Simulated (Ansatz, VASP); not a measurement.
# Two plane-wave programs on Al

```
Al
1.0
     2.75422    0.00000    0.00000
    -1.37711    2.38523    0.00000
     0.00000    0.00000    9.18919
Al
4
Direct
  0.00000 0.00000 0.00000
  0.33333 0.66667 0.25000
  0.00000 0.00000 0.50000
  0.66667 0.33333 0.75000
```

Alike in both runs: task single point; functional PBE; dispersion D3(BJ); k mesh 18 × 18 × 6; occupations gaussian, width 0.15 eV; no spin polarisation.

|  | VASP | Ansatz |
| --- | --- | --- |
| version | VASP 6.6.1 | Ansatz 0.2.0 |
| potentials or method | VASP PAW PBE potentials, release 64 (Al), cutoff 520 eV | scalar-relativistic, plane waves, PAW |
| valence electrons in the cell | 12 | 12 |

```tsv
	VASP	Ansatz	Ansatz less VASP
gap on the k mesh at the Fermi level (eV)	none	none	-
pressure (GPa)	4.7	4.7	+0.03
traceless stress, the component that is largest in VASP (GPa)	-1.60	-1.60	0.000
```

A gap of «none» marks a metal or a gap that the smearing closes.
